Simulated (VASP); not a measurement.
# AlN (a cell with a defect) in VASP: further runs

AlN (a cell with a defect) is run at these levels: PBEsol, r2SCAN; tasks: single point.

All numbers are computed with VASP 6.6.1; they aren't measurements. Logs are shortened: lines on timing, memory, paths and dates and some standing lists are left out, and cuts for length are marked.

## (1) The cell of the first run

The cell holds a defect, 94 atoms: a = 9.341 Å, b = 10.787 Å, c = 9.967 Å, α = 90.00°, β = 90.00°, γ = 90.00°.

## (2) Single point, PBEsol

Contents of INCAR:

```
PREC = Accurate
ENCUT = 520
EDIFF = 1E-6
ISMEAR = -1
SIGMA = 0.05
LREAL = Auto
LASPH = True
NELM = 100
ALGO = Normal
ISIF = 2
LWAVE = False
LCHARG = False
GGA = PS
NBANDS = 241
ISYM = 0
```

Contents of KPOINTS:

```
Automatic mesh
0
Gamma
  1 1 1
  0.25 0.25 0.25
```

Contents of POSCAR:

```
AlN
1.0
    9.3414480000      0.0000000000      0.0000000000
    0.0000000000     10.7865750000      0.0000000000
    0.0000000000      0.0000000000      9.9670570000
Al N
47 47
Direct
    0.1638550000      0.0803680000      0.2505230000
    0.1653600000      0.0828520000      0.7485130000
    0.9998590000      0.3348890000      0.2511250000
    0.9998690000      0.3337420000      0.7482150000
    0.4998650000      0.0820930000      0.2507620000
    0.4998660000      0.0822780000      0.7483760000
    0.3028160000      0.3170930000      0.2633620000
    0.3296910000      0.3309480000      0.7395460000
    0.1663830000      0.5840110000      0.2505620000
    0.1664120000      0.5836160000      0.7486830000
    0.9998510000      0.8317790000      0.2495940000
    0.9998590000      0.8325560000      0.7492500000
    0.8358420000      0.0803530000      0.2505010000
    0.8343560000      0.0828550000      0.7485010000
    0.6969050000      0.3170540000      0.2633840000
    0.6700930000      0.3309330000      0.7395090000
    0.4998310000      0.6161030000      0.2632370000
    0.4998560000      0.5874520000      0.7392950000
    0.3306250000      0.8365580000      0.2502500000
    0.3325870000      0.8341970000      0.7486770000
    0.8333580000      0.5840290000      0.2506090000
    0.8333230000      0.5836110000      0.7486820000
    0.6690800000      0.8365580000      0.2502380000
    0.6671330000      0.8342000000      0.7486860000
    0.9998650000      0.1687240000      0.4979810000
    0.9998830000      0.1673190000      0.9980200000
    0.3337330000      0.1656530000      0.4989950000
    0.3329410000      0.1657770000      0.9967370000
    0.1685900000      0.4177270000      0.4993500000
    0.1667920000      0.4167720000      0.9963130000
    0.9999100000      0.6661690000      0.4994310000
    0.9998860000      0.6661380000      0.9985460000
    0.6660010000      0.1656610000      0.4989770000
    0.6668480000      0.1657680000      0.9967500000
    0.4999110000      0.4167550000      0.9255560000
    0.3326190000      0.6669190000      0.4991270000
    0.3329690000      0.6673130000      0.9967560000
    0.1647980000      0.9165140000      0.5000570000
    0.1658100000      0.9165140000      0.9975370000
    0.8311790000      0.4177590000      0.4993380000
    0.8329940000      0.4167590000      0.9963490000
    0.6671730000      0.6669200000      0.4991430000
    0.6668080000      0.6673010000      0.9967480000
    0.4998790000      0.9149940000      0.4985520000
    0.4998900000      0.9162950000      0.9983200000
    0.8349720000      0.9165140000      0.5000490000
    0.8339680000      0.9165110000      0.9975290000
    0.9998540000      0.1682650000      0.1901870000
    0.9998660000      0.1673740000      0.6894960000
    0.3331870000      0.1635800000      0.1876330000
    0.3326710000      0.1636520000      0.6897170000
    0.1663150000      0.4183580000      0.1871410000
    0.1649800000      0.4177730000      0.6898960000
    0.9998680000      0.6657200000      0.1894130000
    0.9998620000      0.6665310000      0.6902020000
    0.6665340000      0.1635840000      0.1876400000
    0.6670560000      0.1636410000      0.6896720000
    0.4998840000      0.4167500000      0.7320570000
    0.3307600000      0.6682410000      0.1874320000
    0.3308970000      0.6685140000      0.6896760000
    0.1647310000      0.9161720000      0.1884040000
    0.1654210000      0.9164780000      0.6907270000
    0.8333960000      0.4183670000      0.1872110000
    0.8348030000      0.4177880000      0.6898560000
    0.6689690000      0.6682240000      0.1874300000
    0.6688210000      0.6685250000      0.6896800000
    0.4998660000      0.9156950000      0.1899070000
    0.4998680000      0.9158260000      0.6897350000
    0.8350000000      0.9161910000      0.1884000000
    0.8343030000      0.9164890000      0.6907220000
    0.1645700000      0.0811290000      0.4399570000
    0.1655540000      0.0829100000      0.9396980000
    0.9997730000      0.3360820000      0.4400860000
    0.9998730000      0.3336650000      0.9394920000
    0.4998460000      0.0812010000      0.4396880000
    0.4998800000      0.0827560000      0.9395810000
    0.3187820000      0.3249220000      0.4390090000
    0.3286150000      0.3303730000      0.9403570000
    0.1659800000      0.5842270000      0.4395610000
    0.1666460000      0.5834420000      0.9396020000
    0.9998750000      0.8320750000      0.4398090000
    0.9998800000      0.8324070000      0.9398600000
    0.8351330000      0.0811390000      0.4399390000
    0.8341980000      0.0828930000      0.9396770000
    0.6808400000      0.3249940000      0.4390010000
    0.6711820000      0.3303420000      0.9403470000
    0.4998970000      0.6001260000      0.4389850000
    0.4998790000      0.5885310000      0.9402080000
    0.3303570000      0.8355710000      0.4398990000
    0.3327660000      0.8342150000      0.9396650000
    0.8338340000      0.5842890000      0.4396090000
    0.8331030000      0.5834230000      0.9396010000
    0.6693900000      0.8355560000      0.4398860000
    0.6669890000      0.8342040000      0.9396710000
```

Potentials or basis: VASP PAW PBE potentials, release 64 (Al, N).

Command:

```
cat potpaw_PBE.64/Al/POTCAR potpaw_PBE.64/N/POTCAR > POTCAR
mpirun -np 1 vasp_std > vasp.out
```

OUTCAR:

```text
PREC = Accurate
   ENCUT = 520
   EDIFF = 1E-6
   ISMEAR = -1
   LREAL = Auto
   LASPH = True
   NELM = 100
   ISIF = 2
   GGA = PS
   ISYM = 0

 ion  position               nearest neighbor table
   1  0.164  0.080  0.251-  61 1.88  71 1.89  48 1.90  50 1.92   7 2.87  38 3.05  25 3.06  19 3.06
                            13 3.06  39 3.08  27 3.08  11 3.09  26 3.09  28 3.12   5 3.14   3 3.14
   2  0.165  0.083  0.749-  51 1.88  62 1.88  49 1.89  72 1.91  38 3.06  28 3.06  39 3.06  26 3.07
                            27 3.08  25 3.08   8 3.09  14 3.09  20 3.10  12 3.11   4 3.12   6 3.12
   3  1.000  0.335  0.251-  73 1.88  48 1.90  63 1.91  52 1.91   7 2.84  15 2.84  25 3.04  40 3.07
                            29 3.07  26 3.10   9 3.10  21 3.11  41 3.11  30 3.11   1 3.14  13 3.14
   4  1.000  0.334  0.748-  64 1.88  53 1.88  49 1.89  74 1.91  30 3.06  41 3.06  25 3.06  26 3.07
                            29 3.08  40 3.08  16 3.08   8 3.08  22 3.11  10 3.11   2 3.12  14 3.12
   5  0.500  0.082  0.251-  75 1.88  67 1.89  56 1.90  50 1.90  33 3.06  27 3.06  44 3.06  23 3.08
                            19 3.08  45 3.09  28 3.11  34 3.11  15 3.13   7 3.14  13 3.14   1 3.14
   6  0.500  0.082  0.748-  51 1.88  57 1.88  68 1.89  76 1.91  28 3.06  34 3.06  27 3.07  33 3.07
                            45 3.07  44 3.08  24 3.10  20 3.10   8 3.12  16 3.12  14 3.12   2 3.12
   7  0.303  0.317  0.263-  77 1.76  50 1.84  52 1.84   3 2.84   1 2.87  27 2.88  29 2.88  28 3.13
                             5 3.14  30 3.14   9 3.15
   8  0.330  0.331  0.740-  58 1.84  53 1.87  51 1.87  78 2.00  35 2.61  29 2.98  27 2.99   4 3.08
                             2 3.09  30 3.12   6 3.12  28 3.12  10 3.12  16 3.18  18 3.19
   9  0.166  0.584  0.251-  79 1.88  54 1.89  59 1.89  52 1.90  36 3.06  31 3.06  29 3.06  32 3.08
[... 37 lines left out ...]
  28  0.333  0.166  0.997-  78 1.86  76 1.89  72 1.89  50 1.90   6 3.06   2 3.06   5 3.11  39 3.11
                            45 3.11  26 3.11  34 3.12  30 3.12   1 3.12   8 3.12   7 3.13  35 3.20
  29  0.169  0.418  0.499-  77 1.83  79 1.89  53 1.90  73 1.90   7 2.88   8 2.98   9 3.06  10 3.06
                             3 3.07   4 3.08  36 3.09  31 3.11  25 3.11  27 3.13  40 3.15
  30  0.167  0.417  0.996-  78 1.86  80 1.88  74 1.89  52 1.90  10 3.05   4 3.06   3 3.11  32 3.11
                            26 3.11   9 3.11  37 3.12   8 3.12  41 3.12  28 3.12   7 3.14  35 3.19
  31  1.000  0.666  0.499-  91 1.88  79 1.88  81 1.89  55 1.90  21 3.06   9 3.06  10 3.06  22 3.06
                            11 3.06  12 3.07  36 3.11  42 3.11  40 3.11  29 3.11  38 3.11  46 3.11
  32  1.000  0.666  0.999-  82 1.89  80 1.89  92 1.89  54 1.90  12 3.07  10 3.07  22 3.07  11 3.07
                             9 3.08  21 3.08  30 3.11  41 3.11  43 3.11  37 3.11  47 3.11  39 3.11
  33  0.666  0.166  0.499-  85 1.82  75 1.89  57 1.90  83 1.92  15 2.87  16 2.99   5 3.06   6 3.07
                            14 3.08  13 3.08  27 3.10  46 3.12  44 3.12  25 3.12  40 3.13
  34  0.667  0.166  0.997-  86 1.86  76 1.89  84 1.89  56 1.90  14 3.06   6 3.06   5 3.11  47 3.11
                            45 3.11  26 3.11  28 3.12  13 3.12  41 3.12  16 3.12  15 3.13  35 3.20
  35  0.500  0.417  0.926-  86 1.86  78 1.86  88 1.86  58 1.93   8 2.61  16 2.61  18 2.61  41 3.19
                            30 3.19  43 3.20  37 3.20  34 3.20  28 3.20
  36  0.333  0.667  0.499-  87 1.82  79 1.89  60 1.90  89 1.91  17 2.88  18 2.98   9 3.06  10 3.07
                            20 3.07  19 3.08  29 3.09  44 3.10  31 3.11  38 3.12  42 3.13
  37  0.333  0.667  0.997-  88 1.86  80 1.89  90 1.89  59 1.90  10 3.06  20 3.06   9 3.10  45 3.11
                            39 3.11  32 3.11  30 3.12  19 3.12  43 3.12  18 3.12  17 3.13  35 3.20
[... 356 lines left out ...]
   IVDW    =     0    specifies the selected vdW correction
   LEPSILON=     F    determine dielectric tensor
   LRPA    =     F    only Hartree local field effects (RPA)
 non-spin polarized calculation
  energy-cutoff  :      520.00
  volume of cell :     1004.30
 maximum number of plane-waves:     27045
 NGX is ok and might be reduce to    70
   NGX = 35   NGY = 41   NGZ = 37

 number of electron     375.9999980 magnetization

 Free energy of the ion-electron system (eV)
  ---------------------------------------------------
  ext. energy  EPLUGINS =         0.00000000
  ---------------------------------------------------
  free energy    TOTEN  =      -727.39812360 eV

  energy without entropy =     -727.39810334  energy(sigma->0) =     -727.39811347

 E-fermi :   7.1205     XC(G=0): -10.9579

 val. band max:        6.5326565287   @ k =  -0.2500  -0.2500   0.2500
 cond. band min:       7.7071404157   @ k =  -0.2500  -0.2500   0.2500
 fundamental gap:      1.1744838870
 Fermi energy:         7.1204834789

 k-point     1 :       0.2500    0.2500    0.2500
  band No.  band energies     occupation
      1      -9.2483      2.00000
      2      -8.8875      2.00000
      3      -8.8002      2.00000
      4      -8.7213      2.00000
      5      -8.4581      2.00000
      6      -8.4076      2.00000
[... 801 lines left out ...]
    199      11.3442      0.00000
    200      11.4263      0.00000
 [bands above 200 left out]

------------------------ aborting loop because EDIFF is reached ----------------------------------------

  FORCE on cell =-STRESS in cart. coord.  units (eV):
  Direction    XX          YY          ZZ          XY          YZ          ZX
  --------------------------------------------------------------------------------------
  -------------------------------------------------------------------------------------
  Total       15.2208551     16.1613601     11.2834317     -0.0387033      0.0229678     -0.0218013
  in kB       24.2820262     25.7824259     18.0006040     -0.0617438      0.0366408     -0.0347798
  external PRESSURE =      22.6883520 kB  Pullay stress =       0.0000000 kB

 VOLUME and BASIS-vectors are now :
 -----------------------------------------------------------------------------
  energy-cutoff  :      520.00
  volume of cell :     1004.30
      direct lattice vectors                 reciprocal lattice vectors
     9.341448000  0.000000000  0.000000000     0.107049785  0.000000000  0.000000000
     0.000000000 10.786575000  0.000000000     0.000000000  0.092707834  0.000000000
     0.000000000  0.000000000  9.967057000     0.000000000  0.000000000  0.100330519

 POSITION                                       TOTAL-FORCE (eV/Angst)
 -----------------------------------------------------------------------------------
      1.53064      0.86690      2.49698         0.005023      0.001108     -0.002693
      1.54470      0.89369      7.46047         0.007997      0.004421      0.002383
      9.34013      3.61231      2.50298        -0.000152     -0.002520     -0.005985
      9.34022      3.59993      7.45750         0.002522      0.002086      0.015658
      4.66946      0.88550      2.49936        -0.001632      0.011451     -0.007654
      4.66947      0.88750      7.45911        -0.000504      0.007571      0.001763
[... 86 lines left out ...]
      6.25307      9.01279      4.38437        -0.000925     -0.006565      0.007947
      6.23064      8.99820      9.36575         0.002251     -0.001550     -0.000069
 -----------------------------------------------------------------------------------
    total drift:                                0.000358     -0.041344      0.008191

  FREE ENERGIE OF THE ION-ELECTRON SYSTEM (eV)
  ---------------------------------------------------
  free  energy   TOTEN  =      -727.3981235965 eV

  energy  without entropy=     -727.3981033420  energy(sigma->0) =     -727.39811347
```

Wall time 31 min (1 thread of Intel Xeon Platinum 8259CL at 2.50GHz (Skylake/Cascade Lake), shared host); peak memory 1.2 GiB.

Results:

| Item | Value |
| --- | --- |
| Free energy | -727.3981 eV |
| Pressure | 2.3 GPa |
| Largest force | 0.049 eV/Å |
| Band gap on the k mesh | 1.17 eV |

Forces in eV/Å, atoms in the order of the input:
```
Al   0.005  0.001 -0.003
Al   0.008  0.004  0.002
Al   0.000 -0.003 -0.006
Al   0.003  0.002  0.016
Al  -0.002  0.011 -0.008
Al  -0.001  0.008  0.002
Al   0.002 -0.015 -0.046
Al   0.006 -0.004  0.007
Al   0.002  0.002 -0.009
Al   0.001  0.003  0.002
Al   0.003 -0.002 -0.001
Al   0.001 -0.001 -0.004
Al  -0.003  0.005  0.003
Al  -0.005  0.004  0.001
Al   0.000 -0.004 -0.047
Al  -0.008  0.000  0.009
Al   0.010  0.008 -0.023
Al   0.002 -0.008  0.006
Al   0.000 -0.002  0.002
Al  -0.005  0.005  0.000
Al  -0.005  0.002 -0.011
Al  -0.003  0.005  0.001
Al   0.005 -0.006  0.002
Al   0.008  0.005 -0.001
Al  -0.002 -0.008  0.001
Al  -0.001 -0.006  0.018
Al   0.005 -0.031 -0.002
Al  -0.003  0.000  0.002
Al  -0.009  0.010 -0.001
Al   0.001 -0.004  0.003
Al   0.001  0.011 -0.007
Al  -0.003  0.004  0.000
Al  -0.012 -0.025 -0.004
Al  -0.002  0.000  0.001
Al  -0.001 -0.008 -0.002
Al  -0.032  0.004  0.003
Al  -0.013 -0.002  0.000
Al  -0.007 -0.013 -0.003
Al  -0.003 -0.002  0.000
Al  -0.009  0.009 -0.003
Al  -0.005 -0.001  0.005
Al   0.029  0.006  0.000
Al   0.009 -0.002  0.003
Al   0.001  0.003  0.000
Al  -0.001  0.001  0.008
Al   0.000 -0.012 -0.003
Al  -0.003 -0.002  0.002
N    0.000  0.005  0.000
N   -0.001  0.003  0.000
N    0.002 -0.006 -0.004
N   -0.001 -0.001 -0.006
N   -0.004  0.010  0.001
N   -0.007  0.001 -0.004
N    0.000  0.001 -0.005
N    0.002 -0.003 -0.006
N   -0.002 -0.011 -0.007
N    0.002  0.001 -0.002
N    0.002  0.004 -0.011
N   -0.009 -0.005 -0.004
N    0.000  0.002  0.000
N    0.003  0.003 -0.006
N    0.002  0.004 -0.002
N    0.005  0.009 -0.008
N    0.001 -0.001  0.001
N    0.005 -0.004 -0.002
N    0.002  0.000  0.002
N   -0.001 -0.004 -0.007
N   -0.001 -0.002 -0.001
N   -0.005 -0.003 -0.008
N   -0.002  0.002 -0.002
N    0.004  0.009  0.009
N    0.001 -0.001  0.000
N    0.018  0.005  0.013
N    0.002  0.003 -0.001
N    0.003  0.004  0.008
N    0.002  0.005 -0.002
N    0.008  0.025  0.034
N   -0.002 -0.001 -0.002
N    0.002  0.001  0.012
N    0.006  0.001 -0.006
N    0.002  0.003  0.003
N    0.001  0.000 -0.003
N   -0.001  0.007  0.010
N    0.001  0.002  0.002
N   -0.002  0.020  0.044
N    0.002  0.003 -0.003
N   -0.002 -0.021  0.027
N    0.000  0.004  0.004
N    0.002 -0.011  0.006
N    0.000 -0.003  0.000
N   -0.006 -0.006  0.008
N   -0.001  0.002 -0.006
N   -0.001 -0.007  0.008
N    0.002 -0.002  0.000
```

Caveat: the PAW data sets were made with another functional, which shifts forces and pressure a little.

[end of part 1 of 4]
